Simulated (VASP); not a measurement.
Runs of VASP 6.6.1 on BiN. The structure is that of space group F-43m (No. 216), or close to it. The cells are those of the table. 

| cell | gap on the mesh (eV) | pressure (GPa) |
| --- | --- | --- |
| a = 3.952 Å, angles 60.0°, 2 atoms | none | (b) |
| a = 3.900 Å, angles 60.0°, 2 atoms | none | (a) |
| a = 4.016 Å, angles 60.0°, 2 atoms | none | -5.0 |
| a = 3.950 Å, angles 60.0°, 2 atoms | none | -1.5 |
| a = 3.873 Å, angles 60.0°, 2 atoms | none | 3.8 |

Alike in all rows: task single point; level PBE; potentials or basis VASP PAW PBE potentials, release 64 (Bi_d, N); no spin polarisation; k mesh 10 × 10 × 10; cutoff (eV) 520; smearing gaussian 0.05 eV.

Question: Fill in the values left out.

Answer: (a) 1.8; (b) -1.6.

Caveats: spin-orbit coupling is left out, which moves the levels of the heavy elements.

A k mesh can miss the band edges, and the runs leave out spin-orbit coupling on Bi.

A gap of «none» marks levels without a gap at the run's occupations.
